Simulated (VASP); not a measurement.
# Sr (Fm-3m) in VASP: elastic constants with LDA

Aim: the elastic constants of Sr with LDA.

All numbers are computed with VASP 6.6.1; they aren't measurements. Logs are shortened: lines on timing, memory, paths and dates and some standing lists are left out, and cuts for length are marked.

## (1) The cell of the first run

It takes space group Fm-3m (No. 225, cubic). Conventional cell: a = 5.794 Å, b = 5.794 Å, c = 5.794 Å, α = 90.00°, β = 90.00°, γ = 90.00°. Within 5.4 Å of Sr (site symmetry m-3m) lie 12 Sr at 4.10 Å.

## (2) Elastic constants, LDA

File INCAR:

```
PREC = Accurate
ENCUT = 600
EDIFF = 1E-8
ISMEAR = 0
SIGMA = 0.1
LREAL = False
LASPH = True
NELM = 60
ALGO = Normal
ISIF = 3
LWAVE = False
LCHARG = True
NBANDS = 11
IBRION = 6
NFREE = 2
POTIM = 0.015
NSW = 1
```

File KPOINTS:

```
regular mesh
0
Gamma
  12 12 12
```

File POSCAR:

```
Sr
1.0
    0.0000000000      2.8967611074      2.8967611074
    2.8967611074      0.0000000000      2.8967611074
    2.8967611074      2.8967611074      0.0000000000
Sr
1
Direct
    0.0000000000      0.0000000000      0.0000000000
```

Potentials or basis: VASP PAW LDA potentials, release 64 (Sr_sv).

The run is started by

```sh
cat potpaw_LDA.64/Sr_sv/POTCAR > POTCAR
mpirun -np 1 vasp_std > vasp.out
```

OUTCAR:

```text
PREC = Accurate
   ENCUT = 600
   EDIFF = 1E-8
   ISMEAR = 0
   LREAL = False
   LASPH = True
   NELM = 60
   ISIF = 3
   IBRION = 6
   NFREE = 2
   POTIM = 0.015
   NSW = 1

 ion  position               nearest neighbor table
   1  0.000  0.000  0.000-

  LATTYP: Found a face centered cubic cell.
 ALAT       =     5.7935222148

  Lattice vectors:

 A1 = (   0.0000000000,   2.8967611074,   2.8967611074)
 A2 = (   2.8967611074,   0.0000000000,   2.8967611074)
 A3 = (   2.8967611074,   2.8967611074,   0.0000000000)

Analysis of symmetry for initial positions (statically):
=====================================================================
 Subroutine PRICEL returns:
 Original cell was already a primitive cell.

 Routine SETGRP: Setting up the symmetry group for a
 face centered cubic supercell.

 Subroutine GETGRP returns: Found 48 space group operations
 (whereof 48 operations were pure point group operations)
 out of a pool of 48 trial point group operations.

The static configuration has the point symmetry O_h .

Analysis of symmetry for dynamics (positions and initial velocities):
=====================================================================
 Subroutine PRICEL returns:
 Original cell was already a primitive cell.

 Routine SETGRP: Setting up the symmetry group for a
 face centered cubic supercell.

 Subroutine GETGRP returns: Found 48 space group operations
 (whereof 48 operations were pure point group operations)
 out of a pool of 48 trial point group operations.

The dynamic configuration has the point symmetry O_h .

 Subroutine INISYM returns: Found 48 space group operations
 (whereof 48 operations are pure point group operations),
 and found     1 'primitive' translations

----------------------------------------------------------------------------------------

                                     Primitive cell

  volume of cell :      48.6147

  direct lattice vectors                    reciprocal lattice vectors
     0.000000000  2.896761107  2.896761107    -0.172606570  0.172606570  0.172606570
     2.896761107  0.000000000  2.896761107     0.172606570 -0.172606570  0.172606570
     2.896761107  2.896761107  0.000000000     0.172606570  0.172606570 -0.172606570

  length of vectors
     4.096638845  4.096638845  4.096638845     0.298963350  0.298963350  0.298963350

  position of ions in fractional coordinates (direct lattice)
     0.000000000  0.000000000  0.000000000

  ion indices of the primitive-cell ions
   primitive index   ion index
                 1           1

----------------------------------------------------------------------------------------

 KPOINTS: regular mesh

Automatic generation of k-mesh.
 Grid dimensions read from file:
 generate k-points for:   12   12   12

 Generating k-lattice:

  Cartesian coordinates                     Fractional coordinates (reciprocal lattice)
    -0.014383881  0.014383881  0.014383881     0.083333333  0.000000000  0.000000000
     0.014383881 -0.014383881  0.014383881     0.000000000  0.083333333  0.000000000
     0.014383881  0.014383881 -0.014383881     0.000000000  0.000000000  0.083333333

  Length of vectors
     0.024913612  0.024913612  0.024913612

  Shift w.r.t. Gamma in fractional coordinates (k-lattice)
     0.000000000  0.000000000  0.000000000

 Subroutine IBZKPT returns following result:
 ===========================================

 Found     72 irreducible k-points:

[... 93 lines left out ...]
  free energy    TOTEN  =        -1.89917007 eV

  energy without entropy =       -1.89507262  energy(sigma->0) =       -1.89712134

------------------------ aborting loop because EDIFF is reached ----------------------------------------

  FORCE on cell =-STRESS in cart. coord.  units (eV):
  Direction    XX          YY          ZZ          XY          YZ          ZX
  --------------------------------------------------------------------------------------
  -------------------------------------------------------------------------------------
  Total        0.0029190      0.0029190      0.0029190      0.0000000      0.0000000     -0.0000000
  in kB        0.0961993      0.0961993      0.0961993      0.0000000      0.0000000     -0.0000000
  external PRESSURE =       0.0961993 kB  Pullay stress =       0.0000000 kB
[... 86 lines left out ...]
  FREE ENERGIE OF THE ION-ELECTRON SYSTEM (eV)
  ---------------------------------------------------
  free  energy   TOTEN  =        -1.8985345384 eV

  energy  without entropy=       -1.8944913786  energy(sigma->0) =       -1.89651296

[... ionic steps 4 to 12 ...]

--------------------------------------- Ionic step       13  -------------------------------------------

 number of electron      10.0000000 magnetization

------------------------ aborting loop because EDIFF is reached ----------------------------------------
[... 65 lines left out ...]
--------------------------------------- Ionic step       15  -------------------------------------------

 number of electron      10.0000000 magnetization

 Free energy of the ion-electron system (eV)
  ---------------------------------------------------
  ext. energy  EPLUGINS =         0.00000000
  ---------------------------------------------------
  free energy    TOTEN  =        -1.89917021 eV

  energy without entropy =       -1.89507280  energy(sigma->0) =       -1.89712150

 E-fermi :   1.8803     XC(G=0):  -7.9529

 val. band max:        1.8535225007   @ k =  -0.3333   0.3333   0.1667
 cond. band min:       1.9058503274   @ k =  -0.3333   0.3333   0.1667
 fundamental gap:      0.0523278267
 Fermi energy:         1.8802591273

 k-point     1 :       0.0000    0.0000    0.0000
  band No.  band energies     occupation
      1     -34.3702      2.00000
      2     -16.3231      2.00000
      3     -16.3231      2.00000
      4     -16.3230      2.00000
      5      -1.9869      2.00000
      6       4.2280      0.00000
      7       4.2280      0.00000
      8       4.2280      0.00000
      9       5.8932      0.00000
     10       5.8932      0.00000
     11       9.4106      0.00000
[... 309 lines left out ...]
 k-point    24 :      -0.4167    0.1667    0.0000
  band No.  band energies     occupation
      1     -34.3419      2.00000
      2     -16.6043      2.00000
      3     -16.4209      2.00000
      4     -16.3758      2.00000
      5       1.0369      2.00000
      6       2.0900      0.00302
      7       3.4512      0.00000
      8       4.4353      0.00000
      9       6.7448      0.00000
     10       7.1335      0.00000
     11       7.9375      0.00000

 [... further k-points ...]

------------------------ aborting loop because EDIFF is reached ----------------------------------------

  FORCE on cell =-STRESS in cart. coord.  units (eV):
  Direction    XX          YY          ZZ          XY          YZ          ZX
  --------------------------------------------------------------------------------------
  -------------------------------------------------------------------------------------
  Total        0.0028606      0.0028606      0.0028606     -0.0000000      0.0000000     -0.0000000
  in kB        0.0942754      0.0942754      0.0942754     -0.0000000      0.0000000     -0.0000000
  external PRESSURE =       0.0942754 kB  Pullay stress =       0.0000000 kB
[... 16 lines left out ...]
  FREE ENERGIE OF THE ION-ELECTRON SYSTEM (eV)
  ---------------------------------------------------
  free  energy   TOTEN  =        -1.8991702086 eV

  energy  without entropy=       -1.8950727964  energy(sigma->0) =       -1.89712150

 INTERNAL STRAIN TENSORS FROM STRAINED CELLS
 ============================================

 INTERNAL STRAIN TENSOR FOR ION    1 for displacements in x,y,z  (eV/Angst):
          X           Y           Z          XY          YZ          ZX
  --------------------------------------------------------------------------------
  x     0.00000     0.00000    -0.00000     0.00000    -0.00000     0.00000
  y     0.00000    -0.00000    -0.00000     0.00000    -0.00000     0.00000
  z     0.00000    -0.00000    -0.00000     0.00000     0.00000     0.00000

 INTERNAL STRAIN TENSORS FROM DISPLACED ATOMS
 ============================================

 INTERNAL STRAIN TENSOR FOR ION    1 for displacements in x,y,z  (eV/Angst):
          X           Y           Z          XY          YZ          ZX
  --------------------------------------------------------------------------------
  x     0.00000     0.00000     0.00000     0.00000     0.00000     0.00000
  y     0.00000     0.00000     0.00000     0.00000     0.00000     0.00000
  z     0.00000     0.00000     0.00000     0.00000     0.00000     0.00000

 Eigenvectors and eigenvalues of the dynamical matrix
 ----------------------------------------------------

   1 f  =    0.000000 THz     0.000000 2PiTHz    0.000000 cm-1     0.000000 meV
             X         Y         Z           dx          dy          dz
      0.000000  0.000000  0.000000    -0.941928   -0.335814    0.000000

   2 f  =    0.000000 THz     0.000000 2PiTHz    0.000000 cm-1     0.000000 meV
             X         Y         Z           dx          dy          dz
      0.000000  0.000000  0.000000     0.000000    0.000000    1.000000

   3 f  =    0.000000 THz     0.000000 2PiTHz    0.000000 cm-1     0.000000 meV
             X         Y         Z           dx          dy          dz
      0.000000  0.000000  0.000000    -0.335814    0.941928    0.000000

--------------------------------------------------------------------------------------------------------

 ELASTIC MODULI CONTR FROM IONIC RELAXATION (kBar)
 Direction    XX          YY          ZZ          XY          YZ          ZX
 --------------------------------------------------------------------------------
 XX           0.0000      0.0000      0.0000      0.0000      0.0000      0.0000
 YY           0.0000      0.0000      0.0000      0.0000      0.0000      0.0000
 ZZ           0.0000      0.0000      0.0000      0.0000      0.0000      0.0000
 XY           0.0000      0.0000      0.0000      0.0000      0.0000      0.0000
 YZ           0.0000      0.0000      0.0000      0.0000      0.0000      0.0000
 ZX           0.0000      0.0000      0.0000      0.0000      0.0000      0.0000
 --------------------------------------------------------------------------------

 TOTAL ELASTIC MODULI (kBar)
 Direction    XX          YY          ZZ          XY          YZ          ZX
 --------------------------------------------------------------------------------
 XX         171.7273    128.2846    128.2846     -0.0000     -0.0000     -0.0000
 YY         128.2846    171.7273    128.2846     -0.0000     -0.0000      0.0000
 ZZ         128.2846    128.2846    171.7273     -0.0000     -0.0000     -0.0000
 XY          -0.0000     -0.0000     -0.0000    146.0703      0.0000     -0.0000
 YZ          -0.0000     -0.0000     -0.0000      0.0000    146.0703      0.0000
 ZX          -0.0000      0.0000     -0.0000     -0.0000      0.0000    146.0703
 --------------------------------------------------------------------------------
```

Run time: 46 min. Hardware: 1 thread of Intel Xeon 8259CL, shared host; peak memory 0.58 GiB.

What came out:

```yaml
Elastic_constants_C11_C12_C44: 17, 13, 15 GPa
Voigt_bulk_modulus: 14 GPa
```

Elastic tensor in Voigt notation (GPa, in the Cartesian axes of the cell as first typed):
```
17 13 13  0  0  0
13 17 13  0  0  0
13 13 17  0  0  0
 0  0  0 15  0  0
 0  0  0  0 15  0
 0  0  0  0  0 15
```

Clamped-ion elastic tensor (GPa):
```
17 13 13  0  0  0
13 17 13  0  0  0
13 13 17  0  0  0
 0  0  0 15  0  0
 0  0  0  0 15  0
 0  0  0  0  0 15
```
